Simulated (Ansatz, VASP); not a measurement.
**One calculation of BaTiO3, two programs**

```
CELL_PARAMETERS angstrom
3.98497 0.00000 0.00000
0.00000 3.98497 0.00000
0.00000 0.00000 4.20359
ATOMIC_POSITIONS crystal
Ba 0.00000 0.00000 0.98916
Ti 0.50000 0.50000 0.47196
O 0.50000 0.50000 0.04100
O 0.50000 0.00000 0.52044
O 0.00000 0.50000 0.52044
```

Alike in both runs: functional PBE; k mesh 8 × 8 × 6; occupations gaussian, width 0.02 eV; non-collinear spin, spin-orbit coupling.

Ansatz relaxed the structure, and its values are those at the end. VASP's run is a single point on that final structure, the one shown.

```csv
,VASP,Ansatz
version,VASP 6.6.1,Ansatz 0.2.0
potentials or method,"VASP PAW PBE potentials, release 64 (Ba_sv, Ti_sv, O), cutoff 600 eV","plane waves, PAW"
valence electrons in the cell,40,40
```

|  | VASP | Ansatz | Ansatz less VASP |
| --- | --- | --- | --- |
| pressure (GPa) | 1.4 | 0.0 | -1.43 |
| rms of the force components (eV/Å) | 0.033 | 0.000 | -0.0329 |
| net moment per atom (μB) | 0.00 | 0.00 | 0.000 |

The functional is the same, so the differences come from potentials, cutoffs and numerics.
